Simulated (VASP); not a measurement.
Set up this calculation in VASP 6.6.1, as the native input.

| Quantity | Value |
| --- | --- |
| Task | single point |
| Functional | PBEsol |
| Potentials or basis | VASP PAW PBE potentials, release 64 (Hf_pv) |
| Cutoff | 520 eV |
| k mesh | 13 × 13 × 7 |
| Occupations | fermi-dirac, width 0.1 eV |
| Spin | no spin polarisation |
| Dipole correction | no |
| Further INCAR settings | ALGO = Normal; EDIFF = 1e-07; NBANDS = 17 |

The structure of Hf lies in POSCAR:

```
Hf
1.0
    1.5790051092     -2.7349170745      0.0000000000
    1.5790051092      2.7349170745      0.0000000000
    0.0000000000      0.0000000000      5.0045015171
Hf
2
Direct
    0.6666666670      0.3333333330      0.2500000000
    0.3333333330      0.6666666670      0.7500000000
```

The input as run:

INCAR

```
PREC     = Accurate       # precision mode
ENCUT    = 520            # plane-wave cutoff, eV
EDIFF    = 1E-7           # SCF threshold, eV
ISMEAR   = -1             # smearing method
SIGMA    = 0.1            # smearing width, eV
LREAL    = False          # projectors in reciprocal space
LASPH    = True           # aspherical terms in the spheres
NELM     = 80             # most SCF steps
ALGO     = Normal         # electronic algorithm
ISIF     = 2              # what is computed and relaxed
LWAVE    = False          # write WAVECAR
LCHARG   = True           # write CHGCAR
GGA      = PS             # functional
LELF     = True           # ELF
LVHAR    = True         
NBANDS   = 17             # bands
```

KPOINTS

```
Automatic mesh
0
Gamma
  13 13 7
```

Potentials or basis: VASP PAW PBE potentials, release 64 (Hf_pv).

The run is started by

```sh
$ cat potpaw_PBE.64/Hf_pv/POTCAR > POTCAR
$ mpirun -np 1 vasp_std > vasp.out
```

It gave:

```
Pressure               : -0.4 GPa
Band gap on the k mesh : zero (bands 10 and 11 overlap by 1.55 eV)
```

Caveat: the PAW data sets were made with another functional, which shifts forces and pressure a little; spin-orbit coupling is left out, which moves the levels of the heavy elements.

Run time: 29 s on 1 thread of Intel(R) Xeon(R) Platinum 8488C (Sapphire Rapids) (shared host), peak memory 0.19 GiB.
